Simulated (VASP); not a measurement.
Runs of VASP 6.6.1 on Sm. The structure is that of space group Im-3m (No. 229), or close to it. The cells are those of the table. This isn't the form of Sm at room conditions, which is rhombohedral.

```csv
cell,k mesh,gap on the mesh (eV),pressure (GPa),moment (μB)
"a = 4.020 Å, angles 109.5°, 1 atom",6 × 6 × 6,none,-2.0,6.53
"a = 3.504 Å, angles 109.5°, 1 atom",5 × 5 × 5,none,4.3,(c)
"a = 3.625 Å, angles 109.5°, 1 atom",8 × 8 × 8,none,2.2,(b)
"a = 3.919 Å, angles 109.5°, 1 atom",6 × 6 × 6,none,-1.4,6.52
"a = 3.910 Å, angles 109.5°, 1 atom",6 × 6 × 6,none,-1.3,6.52
"a = 3.567 Å, angles 109.5°, 1 atom",8 × 8 × 8,none,(a),6.19
```

Alike in all rows: task single point; level PBE+U; potentials or basis VASP PAW PBE potentials, release 64 (Sm); spin collinear, ferromagnetic start; Sm f U = 6.0 eV; cutoff (eV) 600; smearing gaussian 0.05 eV.

Problem. Estimate the missing entries.

Solution. (a) 3.2; (b) 6.25; (c) 6.16.

Caveats: some runs use coarse meshes; the magnetic or orbital state may not be the lowest; spin-orbit coupling is left out, which moves the levels of the heavy elements; the cell stands under pressure (at least some runs).

A k mesh can miss the band edges, and the runs leave out spin-orbit coupling on Sm.

A gap of «none» marks levels without a gap at the run's occupations.
